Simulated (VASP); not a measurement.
# SiO2 (P4_12_12) in VASP: single point with PBEsol

Aim: the single point of SiO2 with PBEsol.

Everything below comes from runs of VASP 6.6.1. Logs are shortened: lines on timing, memory, paths and dates and some standing lists are left out, and cuts for length are marked.

## Step 1: The cell of the first run

Symmetry: P4_12_12, No. 92, tetragonal system. Conventional cell: a = 5.030 Å, b = 5.030 Å, c = 7.014 Å, α = 90.00°, β = 90.00°, γ = 90.00°. Si (site symmetry 2) has 4 O at 1.62 Å within 2.2 Å. Within 2.2 Å of O (site symmetry 1) lie 2 Si at 1.62 Å.

## Step 2: Single point, PBEsol

Input file INCAR:

```
SYSTEM = SiO2
  PREC = Accurate
  ENCUT = 600
  EDIFF = 1E-6
  ISMEAR = 0
  SIGMA = 0.02
  LREAL = .FALSE.
  LASPH = .TRUE.
  NELM = 120
  ALGO = Normal
  ISIF = 2
  LWAVE = .FALSE.
  LCHARG = .FALSE.
  GGA = PS
  NBANDS = 44
  GGA_COMPAT = .FALSE.
```

Input file KPOINTS:

```
Automatic mesh
0
G
  6 6 4
  0 0 0
```

Input file POSCAR:

```
SiO2
1.0
    5.0304959692      0.0000000000      0.0000000000
    0.0000000000      5.0304959692      0.0000000000
    0.0000000000      0.0000000000      7.0137321579
Si O
4 8
Direct
    0.2977113435      0.2977113435      0.0000000000
    0.2022886565      0.7977113435      0.2500000000
    0.7022886565      0.7022886565      0.5000000000
    0.7977113435      0.2022886565      0.7500000000
    0.2397292946      0.1011589587      0.1779509305
    0.3988410413      0.7397292946      0.4279509305
    0.7602707054      0.8988410413      0.6779509305
    0.6011589587      0.2602707054      0.9279509305
    0.7397292946      0.3988410413      0.5720490695
    0.8988410413      0.7602707054      0.3220490695
    0.2602707054      0.6011589587      0.0720490695
    0.1011589587      0.2397292946      0.8220490695
```

Potentials or basis: VASP PAW PBE potentials, release 64 (Si, O).

Run with:

```
> cat potpaw_PBE.64/Si/POTCAR potpaw_PBE.64/O/POTCAR > POTCAR
> mpirun -np 1 vasp_std > vasp.out
```

OUTCAR:

```text
SYSTEM = SiO2
   PREC = Accurate
   ENCUT = 600
   EDIFF = 1E-6
   ISMEAR = 0
   LREAL = .FALSE.
   LASPH = .TRUE.
   NELM = 120
   ISIF = 2
   GGA = PS

 ion  position               nearest neighbor table
   1  0.298  0.298  0.000-   5 1.62  12 1.62  11 1.62   8 1.62   2 3.10   4 3.10   2 3.10   4 3.10

   2  0.202  0.798  0.250-   6 1.62  11 1.62  10 1.62   5 1.62   1 3.10   3 3.10   1 3.10   3 3.10

   3  0.702  0.702  0.500-   7 1.62  10 1.62   9 1.62   6 1.62   2 3.10   4 3.10   4 3.10   2 3.10

   4  0.798  0.202  0.750-   8 1.62   9 1.62   7 1.62  12 1.62   1 3.10   3 3.10   3 3.10   1 3.10

   5  0.240  0.101  0.178-   1 1.62   2 1.62
   6  0.399  0.740  0.428-   2 1.62   3 1.62
   7  0.760  0.899  0.678-   3 1.62   4 1.62
   8  0.601  0.260  0.928-   4 1.62   1 1.62
   9  0.740  0.399  0.572-   4 1.62   3 1.62
  10  0.899  0.760  0.322-   3 1.62   2 1.62
  11  0.260  0.601  0.072-   2 1.62   1 1.62
  12  0.101  0.240  0.822-   1 1.62   4 1.62

  LATTYP: Found a simple tetragonal cell.
 ALAT       =     5.0304959692
 C/A-ratio  =     1.3942426752

  Lattice vectors:

 A1 = (   5.0304959692,   0.0000000000,   0.0000000000)
 A2 = (   0.0000000000,   5.0304959692,   0.0000000000)
 A3 = (   0.0000000000,   0.0000000000,   7.0137321579)

Analysis of symmetry for initial positions (statically):
=====================================================================
 Subroutine PRICEL returns:
 Original cell was already a primitive cell.

 Routine SETGRP: Setting up the symmetry group for a
 simple tetragonal supercell.

 Subroutine GETGRP returns: Found  8 space group operations
 (whereof  2 operations were pure point group operations)
 out of a pool of 16 trial point group operations.

The static configuration has the point symmetry C_2 .
 The point group associated with its full space group is D_4 .

Analysis of symmetry for dynamics (positions and initial velocities):
=====================================================================
 Subroutine PRICEL returns:
 Original cell was already a primitive cell.

 Routine SETGRP: Setting up the symmetry group for a
 simple tetragonal supercell.

 Subroutine GETGRP returns: Found  8 space group operations
 (whereof  2 operations were pure point group operations)
 out of a pool of 16 trial point group operations.

The dynamic configuration has the point symmetry C_2 .
 The point group associated with its full space group is D_4 .

 Subroutine INISYM returns: Found  8 space group operations
 (whereof  2 operations are pure point group operations),
 and found     1 'primitive' translations

----------------------------------------------------------------------------------------

                                     Primitive cell

  volume of cell :     177.4887

  direct lattice vectors                    reciprocal lattice vectors
     5.030495969  0.000000000  0.000000000     0.198787556  0.000000000  0.000000000
     0.000000000  5.030495969  0.000000000     0.000000000  0.198787556  0.000000000
     0.000000000  0.000000000  7.013732158     0.000000000  0.000000000  0.142577443

  length of vectors
     5.030495969  5.030495969  7.013732158     0.198787556  0.198787556  0.142577443

  position of ions in fractional coordinates (direct lattice)
     0.297711343  0.297711343  0.000000000
     0.202288657  0.797711343  0.250000000
     0.702288657  0.702288657  0.500000000
     0.797711343  0.202288657  0.750000000
     0.239729295  0.101158959  0.177950931
     0.398841041  0.739729295  0.427950931
     0.760270705  0.898841041  0.677950931
     0.601158959  0.260270705  0.927950931
     0.739729295  0.398841041  0.572049069
     0.898841041  0.760270705  0.322049069
     0.260270705  0.601158959  0.072049069
     0.101158959  0.239729295  0.822049069

  ion indices of the primitive-cell ions
   primitive index   ion index
                 1           1
                 2           2
                 3           3
                 4           4
                 5           5
                 6           6
                 7           7
                 8           8
                 9           9
                10          10
                11          11
                12          12

----------------------------------------------------------------------------------------

 KPOINTS: Automatic mesh

Automatic generation of k-mesh.
 Grid dimensions read from file:
 generate k-points for:    6    6    4

 Generating k-lattice:

  Cartesian coordinates                     Fractional coordinates (reciprocal lattice)
     0.033131259  0.000000000  0.000000000     0.166666667  0.000000000  0.000000000
     0.000000000  0.033131259  0.000000000     0.000000000  0.166666667  0.000000000
     0.000000000  0.000000000  0.035644361     0.000000000  0.000000000  0.250000000

  Length of vectors
     0.033131259  0.033131259  0.035644361

  Shift w.r.t. Gamma in fractional coordinates (k-lattice)
     0.000000000  0.000000000  0.000000000

 Subroutine IBZKPT returns following result:
 ===========================================

 Found     30 irreducible k-points:

 Following reciprocal coordinates:
            Coordinates               Weight
  0.000000  0.000000  0.000000      1.000000
  0.166667  0.000000  0.000000      4.000000
  0.333333  0.000000  0.000000      4.000000
  0.500000  0.000000  0.000000      2.000000
  0.166667  0.166667  0.000000      4.000000
  0.333333  0.166667  0.000000      8.000000
[... 16 lines left out ...]
  0.333333  0.000000  0.500000      4.000000
  0.500000  0.000000  0.500000      2.000000
 [... further k-points ...]
   k-points           NKPTS =     30   k-points in BZ     NKDIM =     30   number of bands    NBANDS=     44
   number of dos      NEDOS =    301   number of ions     NIONS =     12
   total plane-waves  NPLWV =  89600
   dimension x,y,z NGX =    40 NGY =   40 NGZ =   56
   dimension x,y,z NGXF=    80 NGYF=   80 NGZF=  112
   ions per type =               4   8
   NGX,Y,Z   is equivalent  to a cutoff of  13.22, 13.22, 13.27 a.u.
   NGXF,Y,Z  is equivalent  to a cutoff of  26.44, 26.44, 26.55 a.u.
 SYSTEM =  SiO2
   PREC   = accura    normal or accurate (medium, high low for compatibility)
   ISTART =      0    job   : 0-new  1-cont  2-samecut
   ICHARG =      2    charge: 1-file 2-atom 10-const
   ISPIN  =      1    spin polarized calculation?
   LNONCOLLINEAR =      F non collinear calculations
   LSORBIT =      F    spin-orbit coupling
   LASPH  =      T    aspherical Exc in radial PAW
   ENCUT  =  600.0 eV  44.10 Ry    6.64 a.u.  10.05 10.05 14.01*2*pi/ulx,y,z
   NELM   =    120;   NELMIN=  2; NELMDL= -5     # of ELM steps
   EDIFF  = 0.1E-05   stopping-criterion for ELM
   LREAL  =      F    real-space projection
   EDIFFG = 0.1E-04   stopping-criterion for IOM
   NSW    =      0    number of steps for IOM
   IBRION =     -1    ionic relax: 0-MD 1-quasi-New 2-CG
   NFREE  =      0    steps in history (QN), initial steepest desc. (CG)
   ISIF   =      2    stress and relaxation
   ISYM   =      2    0-nonsym 1-usesym 2-fastsym
   POTIM  = 0.5000    time-step for ionic-motion
   TEBEG  =    0.0;   TEEND  =   0.0 temperature during run
   PSTRESS=    0.0 pullay stress
   NELECT =      64.0000    total number of electrons
   NUPDOWN=      -1.0000    fix difference up-down
   EMIN   =  10.00;   EMAX   =-10.00  energy-range for DOS
   EFERMI =   0.00;   METHOD = LEGACY
   ISMEAR =     0;   SIGMA  =   0.02  broadening in eV -4-tet -1-fermi 0-gaus
   EFERMI_NEDOS =   21; number of points for ismear=-14 and -15
   IALGO  =     38    algorithm
   IMIX   =      4    mixing-type and parameters
     AMIX     =   0.40;   BMIX     =  1.00
     AMIX_MAG =   1.60;   BMIX_MAG =  1.00
  volume/ion in A,a.u.               =      14.79        99.81
  Fermi-wavevector in a.u.,A,eV,Ry     =   1.165229  2.201963 18.473423  1.357758
  Thomas-Fermi vector in A             =   2.301757
   LORBIT       =      0    0 simple, 1 ext, 2 COOP (PROOUT), +10 PAW based schemes
   GGA     = PS    functional components
   LHFCALC =     F    Hartree Fock is set to
   AEXX    =    0.0000 exact exchange contribution
   IVDW    =     0    specifies the selected vdW correction
   LEPSILON=     F    determine dielectric tensor
   LRPA    =     F    only Hartree local field effects (RPA)
 non-spin polarized calculation
 Gauss-broadening in eV      SIGMA  =   0.02
  energy-cutoff  :      600.00
  volume of cell :      177.49
 maximum number of plane-waves:      5976
   NGX = 21   NGY = 21   NGZ = 29

 number of electron      64.0000013 magnetization

 Free energy of the ion-electron system (eV)
  ---------------------------------------------------
  ext. energy  EPLUGINS =         0.00000000
  ---------------------------------------------------
  free energy    TOTEN  =       -98.72343063 eV

  energy without entropy =      -98.72343063  energy(sigma->0) =      -98.72343063

 E-fermi :  -0.0522     XC(G=0):  -8.4040

 val. band max:       -0.1582156297   @ k =   0.0000   0.0000   0.0000
 cond. band min:       5.4154533179   @ k =   0.0000   0.0000   0.0000
 fundamental gap:      5.5736689477
 Fermi energy:        -0.0521813028

 k-point     1 :       0.0000    0.0000    0.0000
  band No.  band energies     occupation
      1     -19.4889      2.00000
      2     -18.5963      2.00000
      3     -18.5963      2.00000
      4     -17.4330      2.00000
      5     -17.3958      2.00000
      6     -17.3932      2.00000
[... 36 lines left out ...]
     43      10.9386      0.00000
     44      11.0467      0.00000

 k-point     2 :       0.1667    0.0000    0.0000
  band No.  band energies     occupation
      1     -19.4321      2.00000
      2     -18.6557      2.00000
      3     -18.5283      2.00000
      4     -17.4808      2.00000
      5     -17.4365      2.00000
      6     -17.4081      2.00000
[... 36 lines left out ...]
     43      10.9352      0.00000
     44      11.3096      0.00000

 k-point     3 :       0.3333    0.0000    0.0000
  band No.  band energies     occupation
      1     -19.2737      2.00000
      2     -18.8219      2.00000
      3     -18.3348      2.00000
      4     -17.7351      2.00000
      5     -17.4442      2.00000
      6     -17.4343      2.00000
[... 36 lines left out ...]
     43      10.6988      0.00000
     44      11.0818      0.00000

 k-point     4 :       0.5000    0.0000    0.0000
  band No.  band energies     occupation
      1     -19.0504      2.00000
      2     -19.0504      2.00000
      3     -18.0498      2.00000
      4     -18.0498      2.00000
      5     -17.4469      2.00000
      6     -17.4469      2.00000
[... 882 lines left out ...]
     43      10.8971      0.00000
     44      10.8972      0.00000

 k-point    23 :       0.3333    0.0000    0.5000
  band No.  band energies     occupation
      1     -19.1041      2.00000
      2     -19.1041      2.00000
      3     -17.9941      2.00000
      4     -17.9941      2.00000
      5     -17.4248      2.00000
      6     -17.4248      2.00000
[... 36 lines left out ...]
     43      11.0850      0.00000
     44      11.0851      0.00000

 k-point    24 :       0.5000    0.0000    0.5000
  band No.  band energies     occupation
      1     -19.0451      2.00000
      2     -19.0451      2.00000
      3     -18.0684      2.00000
      4     -18.0684      2.00000
      5     -17.4327      2.00000
      6     -17.4327      2.00000
[... 36 lines left out ...]
     43      11.1330      0.00000
     44      11.1385      0.00000

 [... further k-points ...]

------------------------ aborting loop because EDIFF is reached ----------------------------------------

  FORCE on cell =-STRESS in cart. coord.  units (eV):
  Direction    XX          YY          ZZ          XY          YZ          ZX
  --------------------------------------------------------------------------------------
  -------------------------------------------------------------------------------------
  Total        0.3405573      0.3405573      0.2957165      0.0000000      0.0000000     -0.0000000
  in kB        3.0741848      3.0741848      2.6694108      0.0000000      0.0000000     -0.0000000
  external PRESSURE =       2.9392601 kB  Pullay stress =       0.0000000 kB

 VOLUME and BASIS-vectors are now :
 -----------------------------------------------------------------------------
  energy-cutoff  :      600.00
  volume of cell :      177.49
      direct lattice vectors                 reciprocal lattice vectors
     5.030495969  0.000000000  0.000000000     0.198787556  0.000000000  0.000000000
     0.000000000  5.030495969  0.000000000     0.000000000  0.198787556  0.000000000
     0.000000000  0.000000000  7.013732158     0.000000000  0.000000000  0.142577443

 POSITION                                       TOTAL-FORCE (eV/Angst)
 -----------------------------------------------------------------------------------
      1.49764      1.49764      0.00000         0.018181      0.018181     -0.000000
      1.01761      4.01288      1.75343        -0.018181      0.018181     -0.000000
      3.53286      3.53286      3.50687        -0.018181     -0.018181     -0.000000
      4.01288      1.01761      5.26030         0.018181     -0.018181     -0.000000
      1.20596      0.50888      1.24810        -0.001691      0.011328      0.010697
      2.00637      3.72121      3.00153        -0.011328     -0.001691      0.010697
      3.82454      4.52162      4.75497         0.001691     -0.011328      0.010697
      3.02413      1.30929      6.50840         0.011328      0.001691      0.010697
      3.72121      2.00637      4.01220        -0.001691     -0.011328     -0.010697
      4.52162      3.82454      2.25877        -0.011328      0.001691     -0.010697
      1.30929      3.02413      0.50533         0.001691      0.011328     -0.010697
      0.50888      1.20596      5.76563         0.011328     -0.001691     -0.010697
 -----------------------------------------------------------------------------------
    total drift:                               -0.000000      0.000000      0.000000

  FREE ENERGIE OF THE ION-ELECTRON SYSTEM (eV)
  ---------------------------------------------------
  free  energy   TOTEN  =       -98.7234306291 eV

  energy  without entropy=      -98.7234306291  energy(sigma->0) =      -98.72343063
```

Wall time 3.8 min (1 thread of Oxide Virtual Turin-like, shared host); peak memory 0.36 GiB.

What came out:

* Free energy: -98.7234 eV
* Pressure: 0.3 GPa
* Largest force: 0.026 eV/Å
* Band gap on the k mesh: 5.57 eV

Forces in eV/Å, atoms in the order of the input:
```
Si   0.018  0.018  0.000
Si  -0.018  0.018  0.000
Si  -0.018 -0.018  0.000
Si   0.018 -0.018  0.000
O   -0.002  0.011  0.011
O   -0.011 -0.002  0.011
O    0.002 -0.011  0.011
O    0.011  0.002  0.011
O   -0.002 -0.011 -0.011
O   -0.011  0.002 -0.011
O    0.002  0.011 -0.011
O    0.011 -0.002 -0.011
```

Caveat: the PAW data sets were made with another functional, which shifts forces and pressure a little. A k mesh can miss the band edges.
